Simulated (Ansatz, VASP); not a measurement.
# One calculation of Al, two programs

```
CELL_PARAMETERS angstrom
2.78135 0.00000 0.00000
-1.39068 2.40872 0.00000
0.00000 0.00000 9.69385
ATOMIC_POSITIONS crystal
Al 0.00000 0.00000 0.00000
Al 0.33333 0.66667 0.25000
Al 0.00000 0.00000 0.50000
Al 0.66667 0.33333 0.75000
```

Alike in both runs: task single point; functional PBEsol; dispersion D3(BJ); k mesh 18 × 18 × 6; occupations gaussian, width 0.15 eV; no spin polarisation.

|  | VASP | Ansatz |
| --- | --- | --- |
| version | VASP 6.6.1 | Ansatz 0.2.0 |
| potentials or method | VASP PAW PBE potentials, release 64 (Al), cutoff 520 eV | scalar-relativistic, plane waves, PAW |
| valence electrons in the cell | 12 | 12 |

Ansatz gave:

| Property | Result |
| --- | --- |
| gap on the k mesh at the Fermi level (eV) | none |
| pressure (GPa) | -2.8 |
| traceless stress, the component that is largest in VASP (GPa) | -2.85 |

Q: Which values does VASP return?

A: gap on the k mesh at the Fermi level (eV): none; pressure (GPa): -2.7; traceless stress, the component that is largest in VASP (GPa): -2.88.

VASP's potentials were made for PBE, not for PBEsol, and Ansatz warns of the same on its side. A gap of «none» marks a metal or a gap that the smearing closes.
